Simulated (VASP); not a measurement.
# Y (Im-3m) in VASP: a series of runs

The runs below take Y through relaxation of cell and atoms, single point, with r2SCAN.

All numbers are computed with VASP 6.6.1; they aren't measurements. Logs are shortened: lines on timing, memory, paths and dates and some standing lists are left out, and cuts for length are marked.

### Step 1. The cell of the first run

The structure is cubic, space group Im-3m (No. 229). The conventional cell has a = 4.040 Å, b = 4.040 Å, c = 4.040 Å, α = 90.00°, β = 90.00°, γ = 90.00°. Within 4.6 Å of Y (site symmetry m-3m) lie 14 Y at 3.50 to 4.04 Å.

### Step 2. Relaxation of cell and atoms, r2SCAN

Contents of POSCAR:

```
Y
1.0
    2.0200000000      2.0200000000      2.0200000000
   -2.0200000000      2.0200000000      2.0200000000
   -2.0200000000     -2.0200000000      2.0200000000
Y
1
Direct
    0.0000000000      0.0000000000      0.0000000000
```

Contents of INCAR.step1:

```
SYSTEM = Y
ALGO     = Normal         ! electronic algorithm
EDIFF    = 1E-4           ! SCF threshold, eV
ENCUT    = 600            ! plane-wave cutoff, eV
GGA      = PE             ! functional
ISMEAR   = -1             ! smearing method
LASPH    = .TRUE.         ! aspherical terms in the spheres
LCHARG   = .FALSE.        ! write CHGCAR
LREAL    = .FALSE.        ! projectors in reciprocal space
LWAVE    = .TRUE.         ! write WAVECAR
NELM     = 80             ! most SCF steps
PREC     = Accurate       ! precision mode
SIGMA    = 0.05           ! smearing width, eV
```

Contents of INCAR.step2:

```
SYSTEM = Y
ALGO     = Normal         ! electronic algorithm
EDIFF    = 1E-6           ! SCF threshold, eV
EDIFFG   = -0.01          ! ionic threshold
ENCUT    = 600            ! plane-wave cutoff, eV
IBRION   = 2              ! ionic algorithm
ISIF     = 3              ! what is computed and relaxed
ISMEAR   = -1             ! smearing method
ISTART   = 1            
LASPH    = .TRUE.         ! aspherical terms in the spheres
LCHARG   = .FALSE.        ! write CHGCAR
LMIXTAU  = .TRUE.       
LREAL    = .FALSE.        ! projectors in reciprocal space
LWAVE    = .FALSE.        ! write WAVECAR
METAGGA  = R2SCAN         ! meta-GGA
NELM     = 80             ! most SCF steps
NSW      = 80             ! ionic steps
PREC     = Accurate       ! precision mode
SIGMA    = 0.05           ! smearing width, eV
```

Contents of KPOINTS:

```
k-points
0
G
  8 8 8
  0 0 0
```

Potentials or basis: VASP PAW PBE potentials, release 64 (Y_sv).

The run is started by

```
$ cat potpaw_PBE.64/Y_sv/POTCAR > POTCAR
$ cp INCAR.step1 INCAR
$ mpirun -np 1 vasp_std > vasp.out
$ cp INCAR.step2 INCAR
$ mpirun -np 1 vasp_std > vasp.out
```

OUTCAR:

```text
SYSTEM = Y
   EDIFF = 1E-6
   EDIFFG = -0.01
   ENCUT = 600
   IBRION = 2
   ISIF = 3
   ISMEAR = -1
   ISTART = 1
   LASPH = .TRUE.
   LREAL = .FALSE.
   METAGGA = R2SCAN
   NELM = 80
   NSW = 80
   PREC = Accurate

 ion  position               nearest neighbor table
   1  0.000  0.000  0.000-

  LATTYP: Found a body centered cubic cell.
 ALAT       =     4.0400000000

  Lattice vectors:

 A1 = (   2.0200000000,  -2.0200000000,  -2.0200000000)
 A2 = (   2.0200000000,   2.0200000000,   2.0200000000)
 A3 = (  -2.0200000000,  -2.0200000000,   2.0200000000)

Analysis of symmetry for initial positions (statically):
=====================================================================
 Subroutine PRICEL returns:
 Original cell was already a primitive cell.

 Routine SETGRP: Setting up the symmetry group for a
 body centered cubic supercell.

 Subroutine GETGRP returns: Found 48 space group operations
 (whereof 48 operations were pure point group operations)
 out of a pool of 48 trial point group operations.

The static configuration has the point symmetry O_h .

Analysis of symmetry for dynamics (positions and initial velocities):
=====================================================================
 Subroutine PRICEL returns:
 Original cell was already a primitive cell.

 Routine SETGRP: Setting up the symmetry group for a
 body centered cubic supercell.

 Subroutine GETGRP returns: Found 48 space group operations
 (whereof 48 operations were pure point group operations)
 out of a pool of 48 trial point group operations.

The dynamic configuration has the point symmetry O_h .

 Subroutine INISYM returns: Found 48 space group operations
 (whereof 48 operations are pure point group operations),
 and found     1 'primitive' translations

----------------------------------------------------------------------------------------

                                     Primitive cell

  volume of cell :      32.9696

  direct lattice vectors                    reciprocal lattice vectors
     2.020000000  2.020000000  2.020000000     0.247524752  0.000000000  0.247524752
    -2.020000000  2.020000000  2.020000000    -0.247524752  0.247524752  0.000000000
    -2.020000000 -2.020000000  2.020000000     0.000000000 -0.247524752  0.247524752

  length of vectors
     3.498742631  3.498742631  3.498742631     0.350052862  0.350052862  0.350052862

  position of ions in fractional coordinates (direct lattice)
     0.000000000  0.000000000  0.000000000

  ion indices of the primitive-cell ions
   primitive index   ion index
                 1           1

----------------------------------------------------------------------------------------

 KPOINTS: k-points

[... 57 lines left out ...]
 SYSTEM =  Y
   PREC   = accura    normal or accurate (medium, high low for compatibility)
   ISTART =      1    job   : 0-new  1-cont  2-samecut
   ICHARG =      0    charge: 1-file 2-atom 10-const
   ISPIN  =      1    spin polarized calculation?
   LNONCOLLINEAR =      F non collinear calculations
   LSORBIT =      F    spin-orbit coupling
   LASPH  =      T    aspherical Exc in radial PAW
   ENCUT  =  600.0 eV  44.10 Ry    6.64 a.u.   6.99  6.99  6.99*2*pi/ulx,y,z
   NELM   =     80;   NELMIN=  2; NELMDL=  0     # of ELM steps
   EDIFF  = 0.1E-05   stopping-criterion for ELM
   LREAL  =      F    real-space projection
   EDIFFG = -.1E-01   stopping-criterion for IOM
   NSW    =     80    number of steps for IOM
   IBRION =      2    ionic relax: 0-MD 1-quasi-New 2-CG
   NFREE  =      1    steps in history (QN), initial steepest desc. (CG)
   ISIF   =      3    stress and relaxation
   ISYM   =      2    0-nonsym 1-usesym 2-fastsym
   POTIM  = 0.5000    time-step for ionic-motion
   TEBEG  =    0.0;   TEEND  =   0.0 temperature during run
   PSTRESS=    0.0 pullay stress
   NELECT =      11.0000    total number of electrons
   NUPDOWN=      -1.0000    fix difference up-down
   EMIN   =  10.00;   EMAX   =-10.00  energy-range for DOS
   EFERMI =   0.00;   METHOD = LEGACY
   ISMEAR =    -1;   SIGMA  =   0.05  broadening in eV -4-tet -1-fermi 0-gaus
   EFERMI_NEDOS =   21; number of points for ismear=-14 and -15
   IALGO  =     38    algorithm
   IMIX   =      4    mixing-type and parameters
     AMIX     =   0.40;   BMIX     =  1.00
     AMIX_MAG =   1.60;   BMIX_MAG =  1.00
  volume/ion in A,a.u.               =      32.97       222.49
  Fermi-wavevector in a.u.,A,eV,Ry     =   1.135449  2.145688 17.541240  1.289245
  Thomas-Fermi vector in A             =   2.272154
   LORBIT       =      0    0 simple, 1 ext, 2 COOP (PROOUT), +10 PAW based schemes
   METAGGA = R2SCAN    functional components
   LHFCALC =     F    Hartree Fock is set to
   AEXX    =    0.0000 exact exchange contribution
   IVDW    =     0    specifies the selected vdW correction
   LEPSILON=     F    determine dielectric tensor
   LRPA    =     F    only Hartree local field effects (RPA)
 conjugate gradient relaxation of ions
 non-spin polarized calculation
  energy-cutoff  :      600.00
  volume of cell :       32.97
 maximum number of plane-waves:      1144
   NGX = 13   NGY = 13   NGZ = 13

--------------------------------------- Ionic step        1  -------------------------------------------

 number of electron      11.0000001 magnetization

 Free energy of the ion-electron system (eV)
  ---------------------------------------------------
  ext. energy  EPLUGINS =         0.00000000
  ---------------------------------------------------
  free energy    TOTEN  =       -20.17881729 eV

  energy without entropy =      -20.15858373  energy(sigma->0) =      -20.16870051

 E-fermi :   3.2014     XC(G=0): -10.0446

 val. band max:        3.1505516844   @ k =   0.2500  -0.3750   0.1250
 cond. band min:       3.2124841431   @ k =  -0.3750   0.2500   0.0000
 fundamental gap:      0.0619324587
 Fermi energy:         3.2014314562

 k-point     1 :       0.0000    0.0000    0.0000
  band No.  band energies     occupation
      1     -41.2273      2.00000
      2     -20.2640      2.00000
      3     -20.2640      2.00000
      4     -20.2640      2.00000
      5      -1.8658      2.00000
      6       5.1513      0.00000
      7       5.1513      0.00000
      8       5.1513      0.00000
      9       6.9993      0.00000
[... 345 lines left out ...]
--------------------------------------- Ionic step        3  -------------------------------------------

 number of electron      10.9999999 magnetization

 Free energy of the ion-electron system (eV)
  ---------------------------------------------------
  ext. energy  EPLUGINS =         0.00000000
  ---------------------------------------------------
  free energy    TOTEN  =       -20.18115916 eV

  energy without entropy =      -20.16111725  energy(sigma->0) =      -20.17113821

 E-fermi :   3.0817     XC(G=0):  -9.9477

 val. band max:        3.0272479777   @ k =   0.2500  -0.3750   0.1250
 cond. band min:       3.1031080812   @ k =  -0.3750   0.2500   0.0000
 fundamental gap:      0.0758601035
 Fermi energy:         3.0817027265

 k-point     1 :       0.0000    0.0000    0.0000
  band No.  band energies     occupation
      1     -41.4076      2.00000
      2     -20.4587      2.00000
      3     -20.4587      2.00000
      4     -20.4587      2.00000
      5      -1.9444      2.00000
      6       5.0053      0.00000
      7       5.0053      0.00000
      8       5.0053      0.00000
      9       6.8101      0.00000
[... 304 lines left out ...]
  FREE ENERGIE OF THE ION-ELECTRON SYSTEM (eV)
  ---------------------------------------------------
  free  energy   TOTEN  =       -20.1811591630 eV

  energy  without entropy=      -20.1611172537  energy(sigma->0) =      -20.17113821

 reached required accuracy - stopping structural energy minimisation
```

OUTCAR.step1:

```text
SYSTEM = Y
   EDIFF = 1E-4
   ENCUT = 600
   GGA = PE
   ISMEAR = -1
[... 503 lines left out ...]

 POSITION                                       TOTAL-FORCE (eV/Angst)
 -----------------------------------------------------------------------------------
      0.00000      0.00000      0.00000         0.000000     -0.000000      0.000000
 -----------------------------------------------------------------------------------
    total drift:                                0.000000     -0.000000     -0.000000

  FREE ENERGIE OF THE ION-ELECTRON SYSTEM (eV)
  ---------------------------------------------------
  free  energy   TOTEN  =        -6.3187494281 eV

  energy  without entropy=       -6.2964606081  energy(sigma->0) =       -6.30760502
```

Run time: 88 s. Hardware: 1 thread of AMD EPYC 9R45 (Zen 5), shared host; peak memory 0.16 GiB.

What came out:

* Free energy: -20.1812 eV
* Relaxed volume: 33.75 Å³/atom
* Relaxed cell: a = 3.526 Å, b = 3.526 Å, c = 3.526 Å, α = 70.53°, β = 109.47°, γ = 70.53°
* Space group after relaxing (to 0.05 Å): Im-3m (No. 229)
* Energy gained by relaxing: 2.3 meV/atom
* Ionic steps: 3
* Pressure after relaxing: 0.0 GPa

Step by step:
```csv
step,energy change (eV),largest force (eV/Å),pressure (GPa),volume (Å³)
1,0.0000,0.0000,0.98,32.97
2,-0.0022,0.0000,-0.22,33.94
3,-0.0023,0.0000,0.01,33.75
```

Final structure:
```cif
data_structure
_symmetry_space_group_name_H-M 'P 1'
_symmetry_Int_Tables_number 1
_cell_length_a 3.5261
_cell_length_b 3.5261
_cell_length_c 3.5261
_cell_angle_alpha 70.529
_cell_angle_beta 109.471
_cell_angle_gamma 70.529
_cell_volume 33.75
loop_
_atom_site_label
_atom_site_type_symbol
_atom_site_fract_x
_atom_site_fract_y
_atom_site_fract_z
_atom_site_occupancy
Y1 Y 0.00000 0.00000 0.00000 1
```

Caveat: the PAW data sets were made with another functional, which shifts forces and pressure a little.

### Step 3. Relaxation of cell and atoms, r2SCAN, target pressure 10 GPa, at which the enthalpy is minimised

POSCAR is that of step 2.

Contents of INCAR.step1:

```
ALGO     = Normal         # electronic algorithm
EDIFF    = 1E-4           # SCF threshold, eV
ENCUT    = 600            # plane-wave cutoff, eV
GGA      = PE             # functional
ISMEAR   = -1             # smearing method
LASPH    = True           # aspherical terms in the spheres
LCHARG   = False          # write CHGCAR
LREAL    = False          # projectors in reciprocal space
LWAVE    = True           # write WAVECAR
NELM     = 80             # most SCF steps
PREC     = Accurate       # precision mode
SIGMA    = 0.05           # smearing width, eV
```

Contents of INCAR.step2:

```
ALGO     = Normal         # electronic algorithm
EDIFF    = 1E-6           # SCF threshold, eV
EDIFFG   = -0.01          # ionic threshold
ENCUT    = 600            # plane-wave cutoff, eV
IBRION   = 2              # ionic algorithm
ISIF     = 3              # what is computed and relaxed
ISMEAR   = -1             # smearing method
ISTART   = 1            
LASPH    = True           # aspherical terms in the spheres
LCHARG   = False          # write CHGCAR
LMIXTAU  = True         
LREAL    = False          # projectors in reciprocal space
LWAVE    = False          # write WAVECAR
METAGGA  = R2SCAN         # meta-GGA
NELM     = 80             # most SCF steps
NSW      = 80             # ionic steps
PREC     = Accurate       # precision mode
PSTRESS  = 100.0        
SIGMA    = 0.05           # smearing width, eV
```

Contents of KPOINTS:

```
k-points
0
Gamma
  8 8 8
```

Potentials or basis: VASP PAW PBE potentials, release 64 (Y_sv).

The run is started by

```
$ cat potpaw_PBE.64/Y_sv/POTCAR > POTCAR
$ cp INCAR.step1 INCAR
$ mpirun -np 1 vasp_std > vasp.out
$ cp INCAR.step2 INCAR
$ mpirun -np 1 vasp_std > vasp.out
```

Run time: 2.1 min. Hardware: 1 thread of AMD EPYC 9R45 (Zen 5), shared host; peak memory 0.17 GiB.

Results (log left out):

* Free energy: -20.0082 eV
* Relaxed volume: 27.61 Å³/atom
* Relaxed cell: a = 3.298 Å, b = 3.298 Å, c = 3.298 Å, α = 70.53°, β = 109.47°, γ = 70.53°
* Space group after relaxing (to 0.05 Å): Im-3m (No. 229)
* Energy change on relaxing (the enthalpy is what falls): +170.6 meV/atom
* Ionic steps: 4
* Pressure after relaxing: 10.1 GPa

Step by step:
```
step  energy change (eV)  largest force (eV/Å)  pressure (GPa)  volume (Å³)
   1              0.0000                0.0000            0.98        32.97
   2              0.4050                0.0000           17.96        24.88
   3              0.1644                0.0000            9.86        27.71
   4              0.1706                0.0000           10.06        27.61
```

Final structure:
```
CELL_PARAMETERS angstrom
1.90409 1.90409 1.90409
-1.90409 1.90409 1.90409
-1.90409 -1.90409 1.90409
ATOMIC_POSITIONS crystal
Y 0.00000 0.00000 0.00000
```

Levels at points of the mesh, in eV from the Fermi level:
```
           k point  band 2  band 3  band 4  band 5  band 6  band 7  band 8  band 9
(0.00, 0.00, 0.00)  -22.89  -22.89  -22.89   -5.30    2.14    2.14    2.14    4.33
(0.50, 0.00, 0.00)  -23.88  -23.19  -22.90   -2.39    0.18    1.21    4.45    5.18
(0.50, 0.50, 0.50)  -23.54  -23.54  -23.54   -2.19   -2.19    6.64    6.64    6.64
```

Caveat: the cell is relaxed towards a set pressure, so the enthalpy falls and the energy may rise; the volume moved by over 15 % at a fixed basis, so the end points are rough; the PAW data sets were made with another functional, which shifts forces and pressure a little.

### Step 4. Relaxation of cell and atoms, r2SCAN, target pressure 20 GPa, at which the enthalpy is minimised

POSCAR is that of step 3.

Contents of INCAR.step1:

```
ALGO = Normal
EDIFF = 1E-4
ENCUT = 600
GGA = PE
ISMEAR = -1
LASPH = True
LCHARG = False
LREAL = False
LWAVE = True
NELM = 60
PREC = Accurate
SIGMA = 0.05
```

Contents of INCAR.step2:

```
ALGO = Normal
EDIFF = 1E-6
EDIFFG = -0.01
ENCUT = 600
IBRION = 2
ISIF = 3
ISMEAR = -1
ISTART = 1
LASPH = True
LCHARG = False
LMIXTAU = True
LREAL = False
LWAVE = False
METAGGA = R2SCAN
NELM = 60
NSW = 80
PREC = Accurate
PSTRESS = 200.0
SIGMA = 0.05
```

KPOINTS is that of step 3.

The run is started by

```
$ cat potpaw_PBE.64/Y_sv/POTCAR > POTCAR
$ cp INCAR.step1 INCAR
$ mpirun -np 1 vasp_std > vasp.out
$ cp INCAR.step2 INCAR
$ mpirun -np 1 vasp_std > vasp.out
```

It took 3.3 min on 1 thread of AMD EPYC 9R45 (Zen 5), shared host; peak memory 0.18 GiB.

Results (log left out):

* Free energy: -19.7069 eV
* Relaxed volume: 24.32 Å³/atom
* Relaxed cell: a = 3.161 Å, b = 3.161 Å, c = 3.161 Å, α = 70.53°, β = 109.47°, γ = 70.53°
* Space group after relaxing (to 0.05 Å): Im-3m (No. 229)
* Energy change on relaxing (the enthalpy is what falls): +471.9 meV/atom
* Ionic steps: 7
* Pressure after relaxing: 20.0 GPa

Step by step:
```csv
step,energy change (eV),largest force (eV/Å),pressure (GPa),volume (Å³)
1,0.0000,0.0000,0.98,32.97
2,2.0284,0.0000,61.77,17.60
3,0.4251,0.0000,18.56,24.70
4,0.4688,0.0000,19.91,24.34
5,0.4884,0.0000,20.48,24.19
6,0.4598,0.0000,19.63,24.41
7,0.4719,0.0000,19.99,24.32
```

Final structure:
```yaml
crystal:
  lattice:
    - [1.82506, 1.82506, 1.82506]
    - [-1.82506, 1.82506, 1.82506]
    - [-1.82506, -1.82506, 1.82506]
  atoms:
    - { symbol: Y, position: [0.00000, 0.00000, 0.00000] }
```

Levels at points of the mesh, in eV from the Fermi level:
```csv
k point,band 4,band 5,band 6,band 7,band 8,band 9
"(0.00, 0.00, 0.00)",-22.43,-5.31,2.32,2.32,2.32,4.77
"(0.50, 0.00, 0.00)",-22.45,-2.61,0.07,1.96,5.01,5.82
"(0.50, 0.50, 0.50)",-23.37,-2.63,-2.63,7.52,7.52,7.52
```

Caveat: the cell is relaxed towards a set pressure, so the enthalpy falls and the energy may rise; the volume moved by over 15 % at a fixed basis, so the end points are rough; the PAW data sets were made with another functional, which shifts forces and pressure a little.

(Continued in part 2 of 3.)
